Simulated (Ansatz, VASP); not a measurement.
## SrTiO3: VASP beside Ansatz

Contents of INCAR:

```
SYSTEM = SrTiO3
PREC = Accurate
ENCUT = 520
EDIFF = 1E-7
ISMEAR = 0
SIGMA = 0.02
LREAL = .False.
LASPH = .True.
NELM = 100
ALGO = Normal
ISIF = 2
LWAVE = .False.
LCHARG = .False.
GGA = PE
NBANDS = 28
```

Contents of KPOINTS:

```
regular mesh
0
Gamma
  8 8 8
  0 0 0
```

File POSCAR:

```
SrTiO3
1.0
    3.8561282875      0.0000000000      0.0000000000
    0.0000000000      3.8561282875      0.0000000000
    0.0000000000      0.0000000000      3.8561282875
Sr Ti O
1 1 3
Direct
    0.0000000000      0.0000000000      0.0000000000
    0.5000000000      0.5000000000      0.5000000000
    0.0000000000      0.5000000000      0.5000000000
    0.5000000000      0.0000000000      0.5000000000
    0.5000000000      0.5000000000      0.0000000000
```

Input for Ansatz:

```yaml
crystal:
  lattice:
    - [3.8561282875, 0.0, 0.0]
    - [0.0, 3.8561282875, 0.0]
    - [0.0, 0.0, 3.8561282875]
  atoms:
    - { symbol: Sr, position: [0.0, 0.0, 0.0] }
    - { symbol: Ti, position: [0.5, 0.5, 0.5] }
    - { symbol: O, position: [0.0, 0.5, 0.5] }
    - { symbol: O, position: [0.5, 0.0, 0.5] }
    - { symbol: O, position: [0.5, 0.5, 0.0] }
basis:
  ecutwfc: 420
kpoints:
  mp_grid: { grid: [8, 8, 8] }
hamiltonian:
  xc: pbe
scf:
  occupations: { method: gaussian, width: 0.02 }
output:
  forces: true
  stress: true
  eigenvalues: true
```

Alike in both runs: task single point; functional PBE; k mesh 8 × 8 × 8; occupations gaussian, width 0.02 eV; no spin polarisation.

|  | VASP | Ansatz |
| --- | --- | --- |
| version | VASP 6.6.1 | Ansatz 0.2.0 |
| potentials or method | VASP PAW PBE potentials, release 64 (Sr_sv, Ti_sv, O), cutoff 520 eV | scalar-relativistic, plane waves, PAW |
| valence electrons in the cell | 40 | 40 |

|  | VASP | Ansatz | Ansatz less VASP |
| --- | --- | --- | --- |
| gap on the k mesh at the Fermi level (eV) | 1.92 | 1.96 | +0.034 |
| least direct gap on the mesh (eV) | 2.26 | 2.28 | +0.022 |
| pressure (GPa) | 12.8 | 12.1 | -0.72 |
